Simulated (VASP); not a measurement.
# BeCd2Te3 (P4/mmm) in VASP: notebook, part 2 of 2

VASP 6.6.1. Earlier steps stand in the parts before.

## Step 3: Single point, PBE

This run uses another cell than the first one, of 43.20 Å³/atom.

The input, INCAR:

```
ALGO = Normal ; EDIFF = 1E-6
ENCUT = 600 ; GGA = PE
GGA_COMPAT = F ; ISIF = 2
ISMEAR = 0 ; LASPH = T
LCHARG = F ; LREAL = F
LWAVE = F ; NBANDS = 31
NELM = 120 ; PREC = Accurate
SIGMA = 0.1
```

The input, KPOINTS:

```
k-points
0
Gamma
  4 4 2
```

The input, POSCAR:

```
BeCd2Te3
1.0
    4.9797711239      0.0000000000      0.0000000000
    0.0000000000      4.9797711239      0.0000000000
    0.0000000000      0.0000000000     10.4514654379
Be Cd Te
1 2 3
Direct
    0.0000000000      0.0000000000      0.0000000000
    0.0000000000      0.0000000000      0.7610020650
    0.0000000000      0.0000000000      0.2389979350
    0.0000000000      0.5000000000      0.0000000000
    0.5000000000      0.0000000000      0.0000000000
    0.0000000000      0.0000000000      0.5000000000
```

Potentials or basis: VASP PAW PBE potentials, release 64 (Be, Cd, Te).

Started as:

```
$ cat potpaw_PBE.64/Be/POTCAR potpaw_PBE.64/Cd/POTCAR potpaw_PBE.64/Te/POTCAR > POTCAR
$ mpirun -np 1 vasp_std > vasp.out
```

Wall time 79 s (1 thread of Intel Xeon 6975P-C (Granite Rapids), shared host); peak memory 0.41 GiB.

The run converged. Its results:

- Free energy: -12.4724 eV
- Pressure: 0.0 GPa
- Largest force: 0.011 eV/Å
- Band gap on the k mesh: zero (bands 22 and 23 overlap by 0.72 eV)

Forces on the atoms (eV/Å):
```
Be   0.000  0.000  0.000
Cd   0.000  0.000 -0.011
Cd   0.000  0.000  0.011
Te   0.000  0.000  0.000
Te   0.000  0.000  0.000
Te   0.000  0.000  0.000
```

Stress tensor (GPa, compression positive):
```
-0.02  0.00  0.00
 0.00 -0.02  0.00
 0.00  0.00  0.11
```

Levels at points of the mesh, in eV from the Fermi level:
```csv
k point,band 20,band 21,band 22,band 23,band 24,band 25
"(0.00, 0.00, 0.00)",-0.07,-0.07,0.05,0.05,0.54,1.85
"(0.50, 0.00, 0.00)",-1.62,-0.93,-0.33,0.05,1.08,3.10
"(0.50, 0.50, 0.00)",-0.77,-0.77,0.03,0.61,1.72,3.34
"(0.00, 0.00, 0.50)",-0.08,-0.08,0.03,0.03,0.74,2.11
"(0.50, 0.00, 0.50)",-1.61,-0.76,0.02,0.51,1.53,2.26
"(0.50, 0.50, 0.50)",-0.61,-0.61,0.61,1.72,2.02,2.63
```

Caveat: semilocal functionals underestimate gaps, so a narrow gap can read as zero; spin-orbit coupling is left out, which moves the levels of the heavy elements.

## Step 4: Relaxation of cell and atoms, PBE

The input, INCAR:

```
ALGO = Normal
EDIFF = 1E-7
EDIFFG = -0.04
ENCUT = 600
GGA = PE
GGA_COMPAT = False
IBRION = 2
ISIF = 3
ISMEAR = 0
LASPH = True
LCHARG = False
LREAL = False
LWAVE = False
NELM = 120
NELMIN = 4
NSW = 90
PREC = Accurate
SIGMA = 0.1
```

KPOINTS is that of step 3.

The input, POSCAR:

```
BeCd2Te3
1.0
    4.4871323700      0.0000000000      0.0000000000
    0.0000000000      4.4871323700      0.0000000000
    0.0000000000      0.0000000000      8.6375365900
Be Cd Te
1 2 3
Direct
    0.0000000000      0.0000000000      0.0000000000
    0.0000000000      0.0000000000      0.7732483200
    0.0000000000      0.0000000000      0.2267516800
    0.0000000000      0.5000000000      0.0000000000
    0.5000000000      0.0000000000      0.0000000000
    0.0000000000      0.0000000000      0.5000000000
```

Started as:

```
$ cat potpaw_PBE.64/Be/POTCAR potpaw_PBE.64/Cd/POTCAR potpaw_PBE.64/Te/POTCAR > POTCAR
$ mpirun -np 1 vasp_std > vasp.out
```

Wall time 5.5 min (1 thread of Intel Xeon 6975P-C (Granite Rapids), shared host); peak memory 0.34 GiB.

Results (log left out):

| Quantity | Value |
| --- | --- |
| Free energy | -12.4618 eV |
| Relaxed volume | 43.13 Å³/atom |
| Relaxed cell | a = 4.976 Å, b = 4.976 Å, c = 10.450 Å, α = 90.00°, β = 90.00°, γ = 90.00° |
| Space group after relaxing (to 0.1 Å) | P4/mmm (No. 123) |
| Energy gained by relaxing | 791.0 meV/atom |
| Ionic steps | 9 |
| Pressure after relaxing | 0.0 GPa |
| Band gap on the k mesh | zero (bands 22 and 23 overlap by 0.72 eV) |

Step by step:
```
step  energy change (eV)  largest force (eV/Å)  pressure (GPa)  volume (Å³)
   1              0.0000                2.0560           23.63       173.91
   2             -4.2122                0.2796           -2.38       302.73
   3             -4.6904                0.3839            0.96       247.98
   4             -4.7118                0.3471           -0.01       258.23
   5             -4.7130                0.3558            0.21       255.77
   6             -4.7392                0.1991            0.06       257.99
   7             -4.7449                0.0710           -0.04       259.64
   8             -4.7456                0.0421           -0.01       259.29
   9             -4.7459                0.0007            0.03       258.75
```

Final structure:
```yaml
crystal:
  lattice:
    - [4.97615, 0.00000, 0.00000]
    - [0.00000, 4.97615, 0.00000]
    - [0.00000, 0.00000, 10.44954]
  atoms:
    - { symbol: Be, position: [0.00000, 0.00000, 0.00000] }
    - { symbol: Cd, position: [0.00000, 0.00000, 0.76086] }
    - { symbol: Cd, position: [0.00000, 0.00000, 0.23914] }
    - { symbol: Te, position: [0.00000, 0.50000, 0.00000] }
    - { symbol: Te, position: [0.50000, 0.00000, 0.00000] }
    - { symbol: Te, position: [0.00000, 0.00000, 0.50000] }
```

Levels at points of the mesh, in eV from the Fermi level:
```
           k point  band 18  band 19  band 20  band 21  band 22  band 23  band 24  band 25  band 26
(0.00, 0.00, 0.00)    -2.06    -0.60    -0.07    -0.07     0.05     0.05     0.54     1.85     3.26
(0.50, 0.00, 0.00)    -2.17    -1.68    -1.62    -0.93    -0.33     0.05     1.08     3.10     3.48
(0.50, 0.50, 0.00)    -2.00    -1.40    -0.78    -0.78     0.03     0.62     1.73     3.34     3.34
(0.00, 0.00, 0.50)    -1.20    -0.60    -0.08    -0.08     0.03     0.03     0.74     2.10     2.84
(0.50, 0.00, 0.50)    -2.23    -1.68    -1.62    -0.76     0.02     0.51     1.53     2.25     2.81
(0.50, 0.50, 0.50)    -2.06    -2.06    -0.62    -0.62     0.62     1.73     2.02     2.62     2.62
```

Caveat: the k points lie up to 0.32 Å⁻¹ apart in the final cell, too coarse for converged energies and pressures of a metal; the volume moved by over 15 % at a fixed basis, so the end points are rough; semilocal functionals underestimate gaps, so a narrow gap can read as zero; spin-orbit coupling is left out, which moves the levels of the heavy elements.

## Step 5: Single point, PBE

This run uses another cell than the first one, of 43.42 Å³/atom.

The input, INCAR:

```
SYSTEM = BeCd2Te3
PREC = Accurate
ENCUT = 600
EDIFF = 1E-6
ISMEAR = 0
SIGMA = 0.1
LREAL = .False.
LASPH = .True.
NELM = 120
ALGO = Normal
ISIF = 2
LWAVE = .False.
LCHARG = .False.
GGA = PE
NBANDS = 31
GGA_COMPAT = .False.
```

The input, KPOINTS:

```
Automatic mesh
0
Gamma
  8 8 4
  0 0 0
```

The input, POSCAR:

```
BeCd2Te3
1.0
    5.0552198791      0.0000000000      0.0000000000
    0.0000000000      5.0552198791      0.0000000000
    0.0000000000      0.0000000000     10.1948482934
Be Cd Te
1 2 3
Direct
    0.0000000000      0.0000000000      0.0000000000
    0.0000000000      0.0000000000      0.7626193779
    0.0000000000      0.0000000000      0.2373806221
    0.0000000000      0.5000000000      0.0000000000
    0.5000000000      0.0000000000      0.0000000000
    0.0000000000      0.0000000000      0.5000000000
```

Started as:

```
$ cat potpaw_PBE.64/Be/POTCAR potpaw_PBE.64/Cd/POTCAR potpaw_PBE.64/Te/POTCAR > POTCAR
$ mpirun -np 1 vasp_std > vasp.out
```

It took 4.5 min on 1 thread of Intel Xeon 6975P-C (Granite Rapids), shared host; peak memory 0.63 GiB.

Results (log left out):

| Item | Value |
| --- | --- |
| Free energy | -12.4180 eV |
| Pressure | 0.0 GPa |
| Largest force | 0.010 eV/Å |
| Band gap on the k mesh | zero (bands 22 and 23 overlap by 0.72 eV) |

Forces in eV/Å, atoms in the order of the input:
```
Be   0.000  0.000  0.000
Cd   0.000  0.000  0.010
Cd   0.000  0.000 -0.010
Te   0.000  0.000  0.000
Te   0.000  0.000  0.000
Te   0.000  0.000  0.000
```

Stress tensor (GPa, compression positive):
```
0.00 0.00 0.00
0.00 0.00 0.00
0.00 0.00 0.15
```

Levels at points of the mesh, in eV from the Fermi level:
| k point | band 18 | band 19 | band 20 | band 21 | band 22 | band 23 | band 24 | band 25 | band 26 | band 27 |
| --- | --- | --- | --- | --- | --- | --- | --- | --- | --- | --- |
| (0.00, 0.00, 0.00) | -2.13 | -0.59 | -0.06 | -0.06 | 0.11 | 0.11 | 0.74 | 1.78 | 3.16 | 3.16 |
| (0.50, 0.00, 0.00) | -2.08 | -1.50 | -1.48 | -0.85 | -0.12 | 0.06 | 1.01 | 3.29 | 3.50 | 3.55 |
| (0.50, 0.50, 0.00) | -1.93 | -1.38 | -0.72 | -0.72 | 0.20 | 0.57 | 1.67 | 3.28 | 3.28 | 3.87 |
| (0.00, 0.00, 0.50) | -1.29 | -0.59 | -0.09 | -0.09 | 0.09 | 0.09 | 0.90 | 2.47 | 2.89 | 3.68 |
| (0.50, 0.00, 0.50) | -2.16 | -1.50 | -1.47 | -0.65 | 0.00 | 0.53 | 1.73 | 2.35 | 3.01 | 3.50 |
| (0.50, 0.50, 0.50) | -2.01 | -2.01 | -0.52 | -0.52 | 0.57 | 1.67 | 2.26 | 2.62 | 2.62 | 3.15 |

Caveat: semilocal functionals underestimate gaps, so a narrow gap can read as zero; spin-orbit coupling is left out, which moves the levels of the heavy elements.

## Step 6: Overview

| task | cell | k mesh | gap on the mesh (eV) | pressure (GPa) | largest force (eV/Å) |
| --- | --- | --- | --- | --- | --- |
| single point | a = 4.487, b = 4.487, c = 8.638 Å, 6 atoms, atomic positions A | 4 × 4 × 2 | none | 23.6 | 2.06 |
| single point | a = 4.980, b = 4.980, c = 10.451 Å, 6 atoms, atomic positions B | 4 × 4 × 2 | none | 0.0 | 0.01 |
| relaxation of cell and atoms | relaxed from a = 4.487, b = 4.487, c = 8.638 Å, 6 atoms, atomic positions A | 4 × 4 × 2 | none | 0.0 | - |
| single point | a = 5.055, b = 5.055, c = 10.195 Å, 6 atoms, atomic positions C | 8 × 8 × 4 | none | 0.0 | 0.01 |

Alike in all rows: level PBE; potentials or basis VASP PAW PBE potentials, release 64 (Be, Cd, Te); no spin polarisation; cutoff (eV) 600; smearing gaussian 0.1 eV.

Caveats: some runs use coarse meshes; spin-orbit coupling is left out, which moves the levels of the heavy elements; semilocal functionals underestimate gaps, so a narrow gap can read as zero (at least some runs); forces of over 1 eV/Å act on the atoms, so gaps and moduli don't describe the material at rest (at least some runs); the volume moved by over 15 % at a fixed basis, so the end points are rough (at least some runs).

Absolute energies hang on the potentials; compare differences alone.
